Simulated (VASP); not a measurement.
Input of a VASP 6.6.1 run:

Contents of INCAR:

```
PREC     = Accurate       # precision mode
ENCUT    = 520            # plane-wave cutoff, eV
EDIFF    = 1E-6           # SCF threshold, eV
ISMEAR   = 0              # smearing method
SIGMA    = 0.01           # smearing width, eV
LREAL    = False          # projectors in reciprocal space
LASPH    = True           # aspherical terms in the spheres
NELM     = 80             # most SCF steps
ALGO     = Normal         # electronic algorithm
ISIF     = 2              # what is computed and relaxed
LWAVE    = False          # write WAVECAR
LCHARG   = True           # write CHGCAR
GGA      = PE             # functional
LELF     = True           # ELF
LVHAR    = True         
NBANDS   = 24             # bands
```

Contents of KPOINTS:

```
Automatic mesh
0
Gamma
  6 6 4
```

Contents of POSCAR:

```
KI
1.0
    6.2105703500      0.0000000000      0.0000000000
   -3.1052851750      5.3785116951      0.0000000000
    0.0000000000      0.0000000000      7.2571019157
K I
2 2
Direct
    0.3333333333      0.6666666667     -0.0625007815
    0.6666666667      0.3333333333      0.4374992185
    0.3333333333      0.6666666667      0.4375007815
    0.6666666667      0.3333333333      0.9375007815
```

Potentials or basis: VASP PAW PBE potentials, release 64 (K_sv, I).

Launch:

```bash
$ cat potpaw_PBE.64/K_sv/POTCAR potpaw_PBE.64/I/POTCAR > POTCAR
$ mpirun -np 1 vasp_std > vasp.out
```

Estimate the pressure.

-0.4 GPa.

What does it give for the band gap on the k mesh?

3.68 eV.

Stress tensor (GPa, compression positive):
```
-0.37  0.00  0.00
 0.00 -0.37  0.00
 0.00  0.00 -0.44
```

Caveat: the structure was generated, so it needn't be the stable form of KI; spin-orbit coupling is left out, which moves the levels of the heavy elements. A k mesh can miss the band edges.
